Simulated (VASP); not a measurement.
Write the native input for VASP 6.6.1 that does the following.

```yaml
Task: single point
Functional: LDA
Potentials_or_basis: VASP PAW LDA potentials, release 64 (Rh_pv)
Cutoff: 520 eV
k_mesh: 21 × 21 × 12
Occupations: gaussian, width 0.15 eV
Spin: no spin polarisation
Dipole_correction: no
Further_INCAR_settings: ALGO = Fast; EDIFF = 1e-07; NBANDS = 22
```

The structure of Rh lies in POSCAR:

```
Rh
1.0
    2.7309790422      0.0000000000      0.0000000000
   -1.3654895211      2.3650972278      0.0000000000
    0.0000000000      0.0000000000      4.4284890000
Rh
2
Direct
    0.6349554968      0.2699109936      0.7500000000
    0.3333333333      0.6666666667      0.2500000000
```

This cell differs from its parent crystal: atom 1 (Rh) moved by (-0.150, +0.000) A along y and z.

The input as run:

INCAR

```
PREC = Accurate
ENCUT = 520
EDIFF = 1E-7
ISMEAR = 0
SIGMA = 0.15
LREAL = False
LASPH = True
NELM = 80
ALGO = Fast
ISIF = 2
LWAVE = False
LCHARG = True
GGA = CA
LELF = True
LVHAR = True
NBANDS = 22
```

KPOINTS

```
regular mesh
0
Gamma
  21 21 12
```

Potentials or basis: VASP PAW LDA potentials, release 64 (Rh_pv).

Launch:

```console
$ cat potpaw_LDA.64/Rh_pv/POTCAR > POTCAR
$ mpirun -np 1 vasp_std > vasp.out
```

Results of the run:

The pressure is -17.9 GPa, the largest force is 0.561 eV/Å and the band gap on the k mesh is zero (bands 15 and 16 overlap by 2.27 eV).

Caveat: the cell differs from its parent crystal (atom 1 (Rh) moved by (-0.150, +0.000) A along y and z); the cell stands under tension.

Wall time 7.8 min on 1 thread of Oxide Virtual Turin-like Processor, on a shared host, peak memory 0.43 GiB.
